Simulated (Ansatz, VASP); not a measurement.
## Two plane-wave programs on GaP

Contents of INCAR:

```
PREC = Accurate ; ENCUT = 520
EDIFF = 1E-6 ; ISMEAR = -1
SIGMA = 0.02 ; LREAL = F
LASPH = T ; NELM = 60
ALGO = Normal ; ISIF = 2
LWAVE = F ; LCHARG = F
GGA = PE ; NBANDS = 16
```

KPOINTS

```
Automatic mesh
0
Gamma
  8 8 8
```

POSCAR

```
GaP
1.0
    0.0000000000      2.6392766770      2.7979652339
    2.6392766770      0.0000000000      2.7979652339
    2.6392766770      2.6392766770      0.0000000000
Ga P
1 1
Direct
    0.0000000000      0.0000000000      0.0000000000
    0.2500000000      0.2500000000      0.2500000000
```

Input for Ansatz:

```yaml
crystal:
  lattice:
    - [0.0, 2.639276677, 2.7979652339]
    - [2.639276677, 0.0, 2.7979652339]
    - [2.639276677, 2.639276677, 0.0]
  atoms:
    - { symbol: Ga, position: [0.0, 0.0, 0.0] }
    - { symbol: P, position: [0.25, 0.25, 0.25] }
kpoints:
  mp_grid: { grid: [8, 8, 8] }
  band_path:
    path:
      - [0.0, 0.0, 0.0]
      - [-0.5, -0.5, 0.0]
      - [-0.375, -0.375, 0.25]
      - [-0.375, 0.0, 0.375]
      - [0.0, 0.0, 0.5]
      - [-0.5, -0.25, 0.25]
      - [0.0, 0.424479, 0.424479]
    npoints: 1
hamiltonian:
  xc: pbe
scf:
  occupations: { method: fermi_dirac, width: 0.02 }
  n_extra_bands: 4
output:
  forces: true
  stress: true
  eigenvalues: true
```

Change from the starting cell: epitaxial_xy strain -3.2%.

Alike in both runs: task single point; functional PBE; k mesh 8 × 8 × 8; occupations fermi-dirac, width 0.02 eV; no spin polarisation.

|  | VASP | Ansatz |
| --- | --- | --- |
| version | VASP 6.6.1 | Ansatz 0.2.0 |
| potentials or method | VASP PAW PBE potentials, release 64 (Ga_d, P) | plane waves, PAW |
| plane-wave cutoff (eV) | 520 | 420 |
| valence electrons in the cell | 18 | 18 |

|  | VASP | Ansatz | Ansatz less VASP |
| --- | --- | --- | --- |
| gap on the k mesh at the Fermi level (eV) | 1.29 | 1.29 | 0.000 |
| pressure (GPa) | 5.9 | 6.0 | +0.11 |
| traceless stress, the component that is largest in VASP (GPa) | -3.20 | -3.19 | +0.010 |
